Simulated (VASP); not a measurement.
# BaTiO3 (P4/mmm) in VASP: a series of runs

BaTiO3 is run at these levels: PBEsol; tasks: single point.

Everything below comes from runs of VASP 6.6.1. Logs are shortened: lines on timing, memory, paths and dates and some standing lists are left out, and cuts for length are marked.

## (1) The cell of the first run

The structure is tetragonal, space group P4/mmm (No. 123). The conventional cell has a = 3.970 Å, b = 3.970 Å, c = 4.089 Å, α = 90.00°, β = 90.00°, γ = 90.00°. Ba (site symmetry 4/mmm) has 12 O at 2.81 to 2.85 Å and 8 Ti at 3.47 Å within 3.7 Å. Ti (site symmetry 4/mmm) has 6 O at 1.98 to 2.04 Å within 2.6 Å. Within 2.6 Å of O (site symmetry mmm) lie 2 Ti at 1.98 Å. O (site symmetry 4/mmm) has 2 Ti at 2.04 Å and 4 Ba at 2.81 Å and 8 O at 2.85 Å within 2.9 Å.

## (2) Single point, PBEsol (strain along c alone, the other axes held: +3.0 %)

The input, INCAR:

```
SYSTEM = BaTiO3
PREC = Accurate
ENCUT = 1340
EDIFF = 1E-6
ISMEAR = 0
SIGMA = 0.02
LREAL = .False.
LASPH = .True.
NELM = 120
ALGO = Normal
ISIF = 2
LWAVE = .False.
LCHARG = .False.
GGA = PS
NBANDS = 28
GGA_COMPAT = .False.
```

The input, KPOINTS:

```
regular mesh
0
Gamma
  8 8 8
  0 0 0
```

The input, POSCAR:

```
BaTiO3
1.0
    3.9698693310      0.0000000000      0.0000000000
    0.0000000000      3.9698693310      0.0000000000
    0.0000000000      0.0000000000      4.0889654109
Ba Ti O
1 1 3
Direct
    0.5000000000      0.5000000000      0.5000000000
    0.0000000000      0.0000000000      0.0000000000
    0.5000000000      0.0000000000      0.0000000000
    0.0000000000      0.5000000000      0.0000000000
    0.0000000000      0.0000000000      0.5000000000
```

Potentials or basis: VASP PAW PBE potentials, release 64 (Ba_sv, Ti_sv, O_h).

Launch:

```
> cat potpaw_PBE.64/Ba_sv/POTCAR potpaw_PBE.64/Ti_sv/POTCAR potpaw_PBE.64/O_h/POTCAR > POTCAR
> mpirun -np 1 vasp_std > vasp.out
```

OUTCAR:

```text
SYSTEM = BaTiO3
   PREC = Accurate
   ENCUT = 1340
   EDIFF = 1E-6
   ISMEAR = 0
   LREAL = .False.
   LASPH = .True.
   NELM = 120
   ISIF = 2
   GGA = PS

 ion  position               nearest neighbor table
   1  0.500  0.500  0.500-   5 2.81   5 2.81   5 2.81   5 2.81   4 2.85   3 2.85   4 2.85   3 2.85
                             4 2.85   3 2.85   4 2.85   3 2.85   2 3.47   2 3.47   2 3.47   2 3.47
   2  0.000  0.000  0.000-   3 1.98   4 1.98   4 1.98   3 1.98   5 2.04   5 2.04   1 3.47   1 3.47
                             1 3.47   1 3.47   1 3.47   1 3.47   1 3.47   1 3.47
   3  0.500  0.000  0.000-   2 1.98   2 1.98   1 2.85   1 2.85   1 2.85   1 2.85
   4  0.000  0.500  0.000-   2 1.98   2 1.98   1 2.85   1 2.85   1 2.85   1 2.85
   5  0.000  0.000  0.500-   2 2.04   2 2.04   1 2.81   1 2.81   1 2.81   1 2.81

  LATTYP: Found a simple tetragonal cell.
 ALAT       =     3.9698693310
 C/A-ratio  =     1.0300000000

  Lattice vectors:

 A1 = (   3.9698693310,   0.0000000000,   0.0000000000)
 A2 = (   0.0000000000,   3.9698693310,   0.0000000000)
 A3 = (   0.0000000000,   0.0000000000,   4.0889654109)

Analysis of symmetry for initial positions (statically):
=====================================================================
 Subroutine PRICEL returns:
 Original cell was already a primitive cell.

 Routine SETGRP: Setting up the symmetry group for a
 simple tetragonal supercell.

 Subroutine GETGRP returns: Found 16 space group operations
 (whereof 16 operations were pure point group operations)
 out of a pool of 16 trial point group operations.

The static configuration has the point symmetry D_4h.

Analysis of symmetry for dynamics (positions and initial velocities):
=====================================================================
 Subroutine PRICEL returns:
 Original cell was already a primitive cell.

 Routine SETGRP: Setting up the symmetry group for a
 simple tetragonal supercell.

 Subroutine GETGRP returns: Found 16 space group operations
 (whereof 16 operations were pure point group operations)
 out of a pool of 16 trial point group operations.

The dynamic configuration has the point symmetry D_4h.

 Subroutine INISYM returns: Found 16 space group operations
 (whereof 16 operations are pure point group operations),
 and found     1 'primitive' translations

----------------------------------------------------------------------------------------

                                     Primitive cell

  volume of cell :      64.4415

  direct lattice vectors                    reciprocal lattice vectors
     3.969869331  0.000000000  0.000000000     0.251897460  0.000000000  0.000000000
     0.000000000  3.969869331  0.000000000     0.000000000  0.251897460  0.000000000
     0.000000000  0.000000000  4.088965411     0.000000000  0.000000000  0.244560641

  length of vectors
     3.969869331  3.969869331  4.088965411     0.251897460  0.251897460  0.244560641

  position of ions in fractional coordinates (direct lattice)
     0.500000000  0.500000000  0.500000000
     0.000000000  0.000000000  0.000000000
     0.500000000  0.000000000  0.000000000
     0.000000000  0.500000000  0.000000000
     0.000000000  0.000000000  0.500000000

  ion indices of the primitive-cell ions
   primitive index   ion index
                 1           1
                 2           2
                 3           3
                 4           4
                 5           5

----------------------------------------------------------------------------------------

 KPOINTS: regular mesh

Automatic generation of k-mesh.
 Grid dimensions read from file:
 generate k-points for:    8    8    8

 Generating k-lattice:

  Cartesian coordinates                     Fractional coordinates (reciprocal lattice)
     0.031487182  0.000000000  0.000000000     0.125000000  0.000000000  0.000000000
     0.000000000  0.031487182  0.000000000     0.000000000  0.125000000  0.000000000
     0.000000000  0.000000000  0.030570080     0.000000000  0.000000000  0.125000000

  Length of vectors
     0.031487182  0.031487182  0.030570080

  Shift w.r.t. Gamma in fractional coordinates (k-lattice)
     0.000000000  0.000000000  0.000000000

 Subroutine IBZKPT returns following result:
 ===========================================

 Found     75 irreducible k-points:

 Following reciprocal coordinates:
            Coordinates               Weight
  0.000000  0.000000  0.000000      1.000000
  0.125000  0.000000  0.000000      4.000000
  0.250000  0.000000  0.000000      4.000000
  0.375000  0.000000  0.000000      4.000000
  0.500000  0.000000  0.000000      2.000000
  0.125000  0.125000  0.000000      4.000000
[... 16 lines left out ...]
  0.375000  0.125000  0.125000     16.000000
  0.500000  0.125000  0.125000      8.000000
 [... further k-points ...]
   k-points           NKPTS =     75   k-points in BZ     NKDIM =     75   number of bands    NBANDS=     28
   number of dos      NEDOS =    301   number of ions     NIONS =      5
   total plane-waves  NPLWV = 115200
   dimension x,y,z NGX =    48 NGY =   48 NGZ =   50
   dimension x,y,z NGXF=    96 NGYF=   96 NGZF=  100
   ions per type =               1   1   3
   NGX,Y,Z   is equivalent  to a cutoff of  20.10, 20.10, 20.33 a.u.
   NGXF,Y,Z  is equivalent  to a cutoff of  40.20, 40.20, 40.66 a.u.
 SYSTEM =  BaTiO3
   PREC   = accura    normal or accurate (medium, high low for compatibility)
   ISTART =      0    job   : 0-new  1-cont  2-samecut
   ICHARG =      2    charge: 1-file 2-atom 10-const
   ISPIN  =      1    spin polarized calculation?
   LNONCOLLINEAR =      F non collinear calculations
   LSORBIT =      F    spin-orbit coupling
   LASPH  =      T    aspherical Exc in radial PAW
   ENCUT  = 1340.0 eV  98.49 Ry    9.92 a.u.  11.85 11.85 12.20*2*pi/ulx,y,z
   NELM   =    120;   NELMIN=  2; NELMDL= -5     # of ELM steps
   EDIFF  = 0.1E-05   stopping-criterion for ELM
   LREAL  =      F    real-space projection
   EDIFFG = 0.1E-04   stopping-criterion for IOM
   NSW    =      0    number of steps for IOM
   IBRION =     -1    ionic relax: 0-MD 1-quasi-New 2-CG
   NFREE  =      0    steps in history (QN), initial steepest desc. (CG)
   ISIF   =      2    stress and relaxation
   ISYM   =      2    0-nonsym 1-usesym 2-fastsym
   POTIM  = 0.5000    time-step for ionic-motion
   TEBEG  =    0.0;   TEEND  =   0.0 temperature during run
   PSTRESS=    0.0 pullay stress
   NELECT =      40.0000    total number of electrons
   NUPDOWN=      -1.0000    fix difference up-down
   EMIN   =  10.00;   EMAX   =-10.00  energy-range for DOS
   EFERMI =   0.00;   METHOD = LEGACY
   ISMEAR =     0;   SIGMA  =   0.02  broadening in eV -4-tet -1-fermi 0-gaus
   EFERMI_NEDOS =   21; number of points for ismear=-14 and -15
   IALGO  =     38    algorithm
   IMIX   =      4    mixing-type and parameters
     AMIX     =   0.40;   BMIX     =  1.00
     AMIX_MAG =   1.60;   BMIX_MAG =  1.00
  volume/ion in A,a.u.               =      12.89        86.97
  Fermi-wavevector in a.u.,A,eV,Ry     =   1.396496  2.638994 26.534078  1.950200
  Thomas-Fermi vector in A             =   2.519844
   LORBIT       =      0    0 simple, 1 ext, 2 COOP (PROOUT), +10 PAW based schemes
   GGA     = PS    functional components
   LHFCALC =     F    Hartree Fock is set to
   AEXX    =    0.0000 exact exchange contribution
   IVDW    =     0    specifies the selected vdW correction
   LEPSILON=     F    determine dielectric tensor
   LRPA    =     F    only Hartree local field effects (RPA)
 non-spin polarized calculation
 Gauss-broadening in eV      SIGMA  =   0.02
  energy-cutoff  :     1340.00
  volume of cell :       64.44
 maximum number of plane-waves:      7216
 NGX is ok and might be reduce to    48
   NGX = 23   NGY = 23   NGZ = 25

 number of electron      40.0000003 magnetization

 Free energy of the ion-electron system (eV)
  ---------------------------------------------------
  ext. energy  EPLUGINS =         0.00000000
  ---------------------------------------------------
  free energy    TOTEN  =       -41.97211289 eV

  energy without entropy =      -41.97211289  energy(sigma->0) =      -41.97211289

 E-fermi :   4.2913     XC(G=0): -11.4950

 val. band max:        4.0492838083   @ k =   0.5000   0.5000   0.5000
 cond. band min:       5.6844649551   @ k =   0.0000   0.0000   0.0000
 fundamental gap:      1.6351811468
 Fermi energy:         4.2912981437

 k-point     1 :       0.0000    0.0000    0.0000
  band No.  band energies     occupation
      1     -52.3794      2.00000
      2     -28.7048      2.00000
      3     -28.7048      2.00000
      4     -28.6937      2.00000
      5     -20.7602      2.00000
      6     -12.8178      2.00000
[... 20 lines left out ...]
     27       9.0729      0.00000
     28      11.1516      0.00000

 k-point     2 :       0.1250    0.0000    0.0000
  band No.  band energies     occupation
      1     -52.3792      2.00000
      2     -28.7135      2.00000
      3     -28.7045      2.00000
      4     -28.6933      2.00000
      5     -20.7419      2.00000
      6     -12.8108      2.00000
[... 20 lines left out ...]
     27       9.3877      0.00000
     28      11.5440      0.00000

 k-point     3 :       0.2500    0.0000    0.0000
  band No.  band energies     occupation
      1     -52.3788      2.00000
      2     -28.7344      2.00000
      3     -28.7037      2.00000
      4     -28.6925      2.00000
      5     -20.6971      2.00000
      6     -12.8512      2.00000
[... 20 lines left out ...]
     27      10.1676      0.00000
     28      12.2658      0.00000

 k-point     4 :       0.3750    0.0000    0.0000
  band No.  band energies     occupation
      1     -52.3784      2.00000
      2     -28.7551      2.00000
      3     -28.7029      2.00000
      4     -28.6917      2.00000
      5     -20.6513      2.00000
      6     -12.9479      2.00000
[... 578 lines left out ...]
     27      10.5904      0.00000
     28      12.2168      0.00000

 k-point    23 :       0.3750    0.1250    0.1250
  band No.  band energies     occupation
      1     -52.3781      2.00000
      2     -28.7542      2.00000
      3     -28.7111      2.00000
      4     -28.6972      2.00000
      5     -20.6286      2.00000
      6     -12.8192      2.00000
[... 20 lines left out ...]
     27      11.4805      0.00000
     28      12.5519      0.00000

 k-point    24 :       0.5000    0.1250    0.1250
  band No.  band energies     occupation
      1     -52.3779      2.00000
      2     -28.7627      2.00000
      3     -28.7108      2.00000
      4     -28.6968      2.00000
      5     -20.6112      2.00000
      6     -12.8517      2.00000
[... 20 lines left out ...]
     27      11.8551      0.00000
     28      12.6826      0.00000

 [... further k-points ...]

------------------------ aborting loop because EDIFF is reached ----------------------------------------

  FORCE on cell =-STRESS in cart. coord.  units (eV):
  Direction    XX          YY          ZZ          XY          YZ          ZX
  --------------------------------------------------------------------------------------
  -------------------------------------------------------------------------------------
  Total       -0.5525618     -0.5525618     -2.7029387      0.0000000      0.0000000      0.0000000
  in kB      -13.7380644    -13.7380644    -67.2018012      0.0000000      0.0000000      0.0000000
  external PRESSURE =     -31.5593100 kB  Pullay stress =       0.0000000 kB

 VOLUME and BASIS-vectors are now :
 -----------------------------------------------------------------------------
  energy-cutoff  :     1340.00
  volume of cell :       64.44
      direct lattice vectors                 reciprocal lattice vectors
     3.969869331  0.000000000  0.000000000     0.251897460  0.000000000  0.000000000
     0.000000000  3.969869331  0.000000000     0.000000000  0.251897460  0.000000000
     0.000000000  0.000000000  4.088965411     0.000000000  0.000000000  0.244560641

 POSITION                                       TOTAL-FORCE (eV/Angst)
 -----------------------------------------------------------------------------------
      1.98493      1.98493      2.04448         0.000000      0.000000      0.000000
      0.00000      0.00000      0.00000         0.000000      0.000000      0.000000
      1.98493      0.00000      0.00000         0.000000      0.000000      0.000000
      0.00000      1.98493      0.00000         0.000000      0.000000      0.000000
      0.00000      0.00000      2.04448         0.000000      0.000000      0.000000
 -----------------------------------------------------------------------------------
    total drift:                                0.000000      0.000000      0.000000

  FREE ENERGIE OF THE ION-ELECTRON SYSTEM (eV)
  ---------------------------------------------------
  free  energy   TOTEN  =       -41.9721128884 eV

  energy  without entropy=      -41.9721128884  energy(sigma->0) =      -41.97211289
```

Run time: 4.6 min. Hardware: 1 thread of Intel Xeon 6975P-C (Granite Rapids), shared host; peak memory 0.73 GiB.

Results:

* Free energy: -41.9721 eV
* Pressure: -3.2 GPa
* Band gap on the k mesh: 1.64 eV (least direct gap 1.81 eV)

Caveat: the cell differs from its parent crystal (strain along c alone, the other axes held: +3.0 %); the stress differs along the axes, from -7 to -1 GPa; the PAW data sets were made with another functional, which shifts forces and pressure a little; spin-orbit coupling is left out, which moves the levels of the heavy elements.

## (3) Single point, PBEsol

This run uses another cell than the first one, of 12.57 Å³/atom.

The input, INCAR:

```
PREC     = Accurate       # precision mode
ENCUT    = 1340           # plane-wave cutoff, eV
EDIFF    = 1E-6           # SCF threshold, eV
ISMEAR   = 0              # smearing method
SIGMA    = 0.02           # smearing width, eV
LREAL    = F              # projectors in reciprocal space
LASPH    = T              # aspherical terms in the spheres
NELM     = 120            # most SCF steps
ALGO     = Normal         # electronic algorithm
ISIF     = 2              # what is computed and relaxed
LWAVE    = F              # write WAVECAR
LCHARG   = T              # write CHGCAR
GGA      = PS             # functional
LELF     = T              # ELF
LVHAR    = T            
NBANDS   = 28             # bands
GGA_COMPAT= F
```

The input, KPOINTS:

```
Automatic mesh
0
Gamma
  8 8 8
```

POSCAR: that of step 2 with these lines changed.

```diff
@@ -2,5 +2,5 @@
 1.0
-    3.9698693310      0.0000000000      0.0000000000
-    0.0000000000      3.9698693310      0.0000000000
-    0.0000000000      0.0000000000      4.0889654109
+    4.0095680257      0.0000000000      0.0000000000
+    0.0000000000      3.9598279984      0.0000000000
+    0.0000000000      0.0000000000      3.9598279984
 Ba Ti O
```

Potentials or basis: VASP PAW PBE potentials, release 64 (Ba_sv, Ti_sv, O_h).

Launch:

```
> cat potpaw_PBE.64/Ba_sv/POTCAR potpaw_PBE.64/Ti_sv/POTCAR potpaw_PBE.64/O_h/POTCAR > POTCAR
> mpirun -np 1 vasp_std > vasp.out
```

It took 4.4 min on 1 thread of Intel Xeon Platinum 8488C (Sapphire Rapids), shared host; peak memory 0.7 GiB.

Results (log left out):

```yaml
Free_energy: -41.9990 eV
Pressure: 1.0 GPa
Band_gap_on_the_k_mesh: 1.71 eV (least direct gap 1.85 eV)
```

Stress tensor (GPa, compression positive):
```
-0.76  0.00  0.00
 0.00  1.83  0.00
 0.00  0.00  1.83
```

Levels at points of the mesh, in eV from the valence-band top:
```tsv
k point	band 16	band 17	band 18	band 19	band 20	band 21	band 22	band 23	band 24	band 25
(0.00, 0.00, 0.00)	-1.14	-1.14	-0.15	-0.14	-0.14	1.71	1.71	1.74	4.01	4.10
(0.50, 0.00, 0.00)	-2.04	-1.80	-1.80	-0.73	-0.73	1.90	3.50	3.50	4.11	6.08
(0.00, 0.50, 0.00)	-2.02	-1.94	-1.94	-0.75	-0.74	1.89	3.60	3.61	4.04	6.15
(0.50, 0.50, 0.00)	-2.77	-1.75	-0.92	-0.92	-0.13	3.51	3.62	3.98	4.97	7.82
(0.00, 0.50, 0.50)	-2.89	-1.75	-0.81	-0.81	-0.09	3.61	3.61	4.05	4.85	7.91
(0.50, 0.50, 0.50)	-2.39	-2.39	-0.03	-0.03	0.00	4.26	4.26	4.32	6.68	6.68
```

Caveat: the PAW data sets were made with another functional, which shifts forces and pressure a little; spin-orbit coupling is left out, which moves the levels of the heavy elements. A k mesh can miss the band edges.
